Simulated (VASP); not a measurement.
A run of VASP 6.6.1:

INCAR

```
PREC = Accurate
ENCUT = 600
EDIFF = 1E-6
ISMEAR = 0
SIGMA = 0.1
LREAL = False
LASPH = True
NELM = 60
ALGO = Normal
ISIF = 3
LWAVE = False
LCHARG = False
GGA = PS
IBRION = 2
NSW = 90
EDIFFG = -0.04
```

Contents of KPOINTS:

```
regular mesh
0
Gamma
  6 6 6
```

Contents of POSCAR:

```
P
1.0
    3.2572956256      0.0000000000      0.0000000000
   -1.6286478128      2.8209007594      0.0000000000
    0.0000000000      0.0000000000      3.0435356002
P
1
Direct
    0.0000000000      0.0000000000      0.0000000000
```

Potentials or basis: VASP PAW PBE potentials, release 64 (P).

Run with:

```console
$ cat potpaw_PBE.64/P/POTCAR > POTCAR
$ mpirun -np 1 vasp_std > vasp.out
```

Hardware: 1 thread of Intel Xeon 8259CL, with other jobs on the host.

Problem. Estimate the wall time of this run.

Solution. It took 41 s on 1 thread of Intel Xeon 8259CL (shared host), peak memory 0.15 GiB. Counts: scf iterations 61, k points 28, ion steps 11.
